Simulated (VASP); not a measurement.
BeTe, 2 atoms in the cell. Symmetry: I-4m2, No. 119, tetragonal system. Conventional cell: a = 3.490 Å, b = 3.490 Å, c = 6.979 Å, α = 90.00°, β = 90.00°, γ = 90.00°. Within 3.3 Å of Be (site symmetry -4m2) lie 4 Te at 2.47 Å. Within 3.3 Å of Te (site symmetry -4m2) lie 4 Be at 2.47 Å.  This cell differs from its parent crystal: ratio of the length along z to the lengths across it x 1.414, volume and fractional coordinates fixed.

```yaml
Program: VASP 6.6.1
Task: single point
Functional: LDA
Potentials_or_basis: VASP PAW LDA potentials, release 64 (Be, Te)
Cutoff: 520 eV
k_mesh: 10 × 10 × 10
Occupations: gaussian, width 0.05 eV
Spin: no spin polarisation
Dipole_correction: no
Further_INCAR_settings: ALGO = Normal; EDIFF = 1e-06; NBANDS = 11
```

Potentials or basis: VASP PAW LDA potentials, release 64 (Be, Te).

Run with:

```bash
$ cat potpaw_LDA.64/Be/POTCAR potpaw_LDA.64/Te/POTCAR > POTCAR
$ mpirun -np 1 vasp_std > vasp.out
```

Hardware: 1 thread of AMD EPYC 7571 (shared host).

How long does it take, and how much memory?

Wall time 76 s on 1 thread of AMD EPYC 7571 (shared host), peak memory 0.15 GiB. Counts: scf iterations 11, k points 102.
